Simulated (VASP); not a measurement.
# MgO (P6_3/mmc) in VASP: further runs

Runs on MgO. Level: r2SCAN. Tasks: single point.

Program: VASP 6.6.1. These are calculated values, not measurements. Logs are shortened: lines on timing, memory, paths and dates and some standing lists are left out, and cuts for length are marked.

### Step 1. The cell of the first run

Symmetry: P6_3/mmc, No. 194, hexagonal system. The conventional cell has a = 3.484 Å, b = 3.484 Å, c = 4.186 Å, α = 90.00°, β = 90.00°, γ = 120.00°. Mg (site symmetry -6m2) has 5 O at 2.01 to 2.09 Å within 2.7 Å. Within 2.7 Å of O (site symmetry -6m2) lie 5 Mg at 2.01 to 2.09 Å.

### Step 2. Single point, r2SCAN

Contents of POSCAR:

```
MgO
1.0
    3.4841042127      0.0000000000      0.0000000000
   -1.7420521064      3.0173227576      0.0000000000
    0.0000000000      0.0000000000      4.1856875957
Mg O
2 2
Direct
    0.6666666667      0.3333333333      0.7500000000
    0.3333333333      0.6666666667      0.2500000000
    0.6666666667      0.3333333333      0.2500000000
    0.3333333333      0.6666666667      0.7500000000
```

Contents of INCAR.step1:

```
SYSTEM = MgO
PREC     = Accurate       ! precision mode
ENCUT    = 750            ! plane-wave cutoff, eV
ISMEAR   = 0              ! smearing method
SIGMA    = 0.05           ! smearing width, eV
LREAL    = .FALSE.        ! projectors in reciprocal space
LASPH    = .TRUE.         ! aspherical terms in the spheres
NELM     = 120            ! most SCF steps
NBANDS   = 24             ! bands
GGA      = PE             ! functional
ALGO     = Normal         ! electronic algorithm
EDIFF    = 1E-5           ! SCF threshold, eV
LWAVE    = .TRUE.         ! write WAVECAR
LCHARG   = .FALSE.        ! write CHGCAR
GGA_COMPAT= .FALSE.
```

Contents of INCAR.step2:

```
SYSTEM = MgO
PREC     = Accurate       ! precision mode
ENCUT    = 750            ! plane-wave cutoff, eV
EDIFF    = 1E-6           ! SCF threshold, eV
ISMEAR   = 0              ! smearing method
SIGMA    = 0.05           ! smearing width, eV
LREAL    = .FALSE.        ! projectors in reciprocal space
LASPH    = .TRUE.         ! aspherical terms in the spheres
NELM     = 120            ! most SCF steps
ALGO     = Normal         ! electronic algorithm
ISIF     = 2              ! what is computed and relaxed
LWAVE    = .FALSE.        ! write WAVECAR
LCHARG   = .FALSE.        ! write CHGCAR
METAGGA  = R2SCAN         ! meta-GGA
LMIXTAU  = .TRUE.       
NBANDS   = 24             ! bands
ISTART   = 1            
GGA_COMPAT= .FALSE.
```

Contents of KPOINTS:

```
Automatic mesh
0
G
  12 12 6
  0 0 0
```

Potentials or basis: VASP PAW PBE potentials, release 64 (Mg_sv, O).

Command:

```sh
cat potpaw_PBE.64/Mg_sv/POTCAR potpaw_PBE.64/O/POTCAR > POTCAR
cp INCAR.step1 INCAR
mpirun -np 1 vasp_std > vasp.out
cp INCAR.step2 INCAR
mpirun -np 1 vasp_std > vasp.out
```

OUTCAR:

```text
SYSTEM = MgO
   PREC = Accurate
   ENCUT = 750
   EDIFF = 1E-6
   ISMEAR = 0
   LREAL = .FALSE.
   LASPH = .TRUE.
   NELM = 120
   ISIF = 2
   METAGGA = R2SCAN
   ISTART = 1

 ion  position               nearest neighbor table
   1  0.667  0.333  0.750-   4 2.01   4 2.01   4 2.01   3 2.09   3 2.09
   2  0.333  0.667  0.250-   3 2.01   3 2.01   3 2.01   4 2.09   4 2.09
   3  0.667  0.333  0.250-   2 2.01   2 2.01   2 2.01   1 2.09   1 2.09
   4  0.333  0.667  0.750-   1 2.01   1 2.01   1 2.01   2 2.09   2 2.09

  LATTYP: Found a hexagonal cell.
 ALAT       =     3.4841042127
 C/A-ratio  =     1.2013669340

  Lattice vectors:

 A1 = (   3.4841042127,   0.0000000000,   0.0000000000)
 A2 = (  -1.7420521064,   3.0173227576,   0.0000000000)
 A3 = (   0.0000000000,   0.0000000000,   4.1856875957)

Analysis of symmetry for initial positions (statically):
=====================================================================
 Subroutine PRICEL returns:
 Original cell was already a primitive cell.

 Routine SETGRP: Setting up the symmetry group for a
 hexagonal supercell.

 Subroutine GETGRP returns: Found 24 space group operations
 (whereof 12 operations were pure point group operations)
 out of a pool of 24 trial point group operations.

The static configuration has the point symmetry D_3d.
 The point group associated with its full space group is D_6h.

Analysis of symmetry for dynamics (positions and initial velocities):
=====================================================================
 Subroutine PRICEL returns:
 Original cell was already a primitive cell.

 Routine SETGRP: Setting up the symmetry group for a
 hexagonal supercell.

 Subroutine GETGRP returns: Found 24 space group operations
 (whereof 12 operations were pure point group operations)
 out of a pool of 24 trial point group operations.

The dynamic configuration has the point symmetry D_3d.
 The point group associated with its full space group is D_6h.

 Subroutine INISYM returns: Found 24 space group operations
 (whereof 12 operations are pure point group operations),
 and found     1 'primitive' translations

----------------------------------------------------------------------------------------

                                     Primitive cell

  volume of cell :      44.0027

  direct lattice vectors                    reciprocal lattice vectors
     3.484104213  0.000000000  0.000000000     0.287017821  0.165709816  0.000000000
    -1.742052106  3.017322758  0.000000000     0.000000000  0.331419633  0.000000000
[... 92 lines left out ...]
   NSW    =      0    number of steps for IOM
   IBRION =     -1    ionic relax: 0-MD 1-quasi-New 2-CG
   NFREE  =      0    steps in history (QN), initial steepest desc. (CG)
   ISIF   =      2    stress and relaxation
   ISYM   =      2    0-nonsym 1-usesym 2-fastsym
   POTIM  = 0.5000    time-step for ionic-motion
   TEBEG  =    0.0;   TEEND  =   0.0 temperature during run
   PSTRESS=    0.0 pullay stress
   NELECT =      32.0000    total number of electrons
   NUPDOWN=      -1.0000    fix difference up-down
   EMIN   =  10.00;   EMAX   =-10.00  energy-range for DOS
   EFERMI =   0.00;   METHOD = LEGACY
   ISMEAR =     0;   SIGMA  =   0.05  broadening in eV -4-tet -1-fermi 0-gaus
   EFERMI_NEDOS =   21; number of points for ismear=-14 and -15
   IALGO  =     38    algorithm
   IMIX   =      4    mixing-type and parameters
     AMIX     =   0.40;   BMIX     =  1.00
     AMIX_MAG =   1.60;   BMIX_MAG =  1.00
  volume/ion in A,a.u.               =      11.00        74.24
  Fermi-wavevector in a.u.,A,eV,Ry     =   1.472194  2.782042 29.488640  2.167354
  Thomas-Fermi vector in A             =   2.587238
   LORBIT       =      0    0 simple, 1 ext, 2 COOP (PROOUT), +10 PAW based schemes
   METAGGA = R2SCAN    functional components
   LHFCALC =     F    Hartree Fock is set to
   AEXX    =    0.0000 exact exchange contribution
   IVDW    =     0    specifies the selected vdW correction
   LEPSILON=     F    determine dielectric tensor
   LRPA    =     F    only Hartree local field effects (RPA)
 non-spin polarized calculation
 Gauss-broadening in eV      SIGMA  =   0.05
  energy-cutoff  :      750.00
  volume of cell :       44.00
 maximum number of plane-waves:      2077
 NGX is ok and might be reduce to    32
   NGX = 15   NGY = 15   NGZ = 19

 number of electron      31.9999996 magnetization

 Free energy of the ion-electron system (eV)
  ---------------------------------------------------
  ext. energy  EPLUGINS =         0.00000000
  ---------------------------------------------------
  free energy    TOTEN  =       -32.07314072 eV

  energy without entropy =      -32.07314072  energy(sigma->0) =      -32.07314072

 E-fermi :   1.6681     XC(G=0): -10.9378

 val. band max:        1.3653166632   @ k =   0.0000   0.0000   0.0000
 cond. band min:       5.4663669464   @ k =   0.0000   0.0000   0.0000
 fundamental gap:      4.1010502833
 Fermi energy:         1.6680762838

 k-point     1 :       0.0000    0.0000    0.0000
  band No.  band energies     occupation
      1     -73.5432      2.00000
      2     -73.5315      2.00000
      3     -38.6979      2.00000
      4     -38.6785      2.00000
      5     -38.6785      2.00000
      6     -38.6522      2.00000
[... 637 lines left out ...]
     23      16.6685      0.00000
     24      16.9863      0.00000

 [... further k-points ...]

------------------------ aborting loop because EDIFF is reached ----------------------------------------

  FORCE on cell =-STRESS in cart. coord.  units (eV):
  Direction    XX          YY          ZZ          XY          YZ          ZX
  --------------------------------------------------------------------------------------
  -------------------------------------------------------------------------------------
  Total        0.0027241      0.0027241     -0.0377911     -0.0000000      0.0000000      0.0000000
  in kB        0.0991851      0.0991851     -1.3760074     -0.0000000      0.0000000      0.0000000
  external PRESSURE =      -0.3925457 kB  Pullay stress =       0.0000000 kB

 VOLUME and BASIS-vectors are now :
 -----------------------------------------------------------------------------
  energy-cutoff  :      750.00
  volume of cell :       44.00
      direct lattice vectors                 reciprocal lattice vectors
     3.484104213  0.000000000  0.000000000     0.287017821  0.165709816  0.000000000
    -1.742052106  3.017322758  0.000000000     0.000000000  0.331419633  0.000000000
     0.000000000  0.000000000  4.185687596     0.000000000  0.000000000  0.238909373

 POSITION                                       TOTAL-FORCE (eV/Angst)
 -----------------------------------------------------------------------------------
      1.74205      1.00577      3.13927         0.000000      0.000000      0.000000
     -0.00000      2.01155      1.04642         0.000000     -0.000000     -0.000000
      1.74205      1.00577      1.04642        -0.000000     -0.000000      0.000000
     -0.00000      2.01155      3.13927         0.000000      0.000000      0.000000
 -----------------------------------------------------------------------------------
    total drift:                               -0.000000      0.000000     -0.000000

  FREE ENERGIE OF THE ION-ELECTRON SYSTEM (eV)
  ---------------------------------------------------
  free  energy   TOTEN  =       -32.0731407197 eV

  energy  without entropy=      -32.0731407197  energy(sigma->0) =      -32.07314072
```

OSZICAR.step1:

```text
N       E                     dE             d eps       ncg     rms          rms(c)
DAV:   1     0.406596434760E+03    0.40660E+03   -0.25283E+04  3720   0.198E+03
DAV:   2     0.803843142020E+01   -0.39856E+03   -0.38256E+03  4248   0.559E+02
DAV:   3    -0.246994795325E+02   -0.32738E+02   -0.32163E+02  6024   0.127E+02
DAV:   4    -0.275500193321E+02   -0.28505E+01   -0.28423E+01  4128   0.343E+01
DAV:   5    -0.276762884071E+02   -0.12627E+00   -0.12626E+00  4464   0.503E+00    0.129E+01
DAV:   6    -0.236615749570E+02    0.40147E+01   -0.10195E+01  4008   0.204E+01    0.428E+00
DAV:   7    -0.236284243975E+02    0.33151E-01   -0.40612E-01  4544   0.462E+00    0.252E+00
DAV:   8    -0.236077290565E+02    0.20695E-01   -0.10978E-01  4016   0.298E+00    0.471E-01
DAV:   9    -0.236050491275E+02    0.26799E-02   -0.14105E-02  5280   0.819E-01    0.156E-01
DAV:  10    -0.236060673683E+02   -0.10182E-02   -0.14556E-03  3744   0.249E-01    0.465E-02
DAV:  11    -0.236060788767E+02   -0.11508E-04   -0.59421E-05  3776   0.655E-02    0.164E-02
DAV:  12    -0.236060783979E+02    0.47879E-06   -0.87574E-06  2664   0.341E-02
   1 F= -.23606078E+02 E0= -.23606078E+02  d E =-.371282E-41
```

Wall time 4.2 min (1 thread of AMD EPYC 9R45 (Zen 5), shared host); peak memory 0.24 GiB.

Results:

```
Free energy            : -32.0731 eV
Pressure               : 0.0 GPa
Band gap on the k mesh : 4.10 eV
```

Stress tensor (GPa, compression positive):
```
 0.01  0.00  0.00
 0.00  0.01  0.00
 0.00  0.00 -0.14
```

Caveat: the PAW data sets were made with another functional, which shifts forces and pressure a little. A k mesh can miss the band edges.

(Continued in part 2 of 2.)
